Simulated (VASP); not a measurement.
**BN: single point with LDA**

BN:

```
CELL_PARAMETERS angstrom
0.00000 1.80750 1.80750
1.80750 0.00000 1.80750
1.80750 1.80750 0.00000
ATOMIC_POSITIONS crystal
B 0.00000 0.00000 0.00000
N 0.75000 0.75000 0.75000
```

| Item | Value |
| --- | --- |
| Program | VASP 6.6.1 |
| Task | single point |
| Functional | LDA |
| Potentials or basis | VASP PAW LDA potentials, release 64 (B, N) |
| Cutoff | 520 eV |
| k mesh | 13 × 13 × 13 |
| Occupations | fermi-dirac, width 0.03 eV |
| Spin | no spin polarisation |

The pressure is -10.1 GPa and the band gap on the k mesh is 4.42 eV, indirect (least direct gap 8.68 eV).

Levels at points of the mesh, in eV from the valence-band top:
| k point | band 2 | band 3 | band 4 | band 5 | band 6 | band 7 |
| --- | --- | --- | --- | --- | --- | --- |
| (0.00, 0.00, 0.00) | 0.00 | 0.00 | 0.00 | 8.68 | 8.68 | 8.68 |

Run time: 6.6 s on 1 thread of Intel(R) Xeon(R) 6975P-C (Granite Rapids) (shared host), peak memory 0.11 GiB.

A k mesh can miss the band edges.
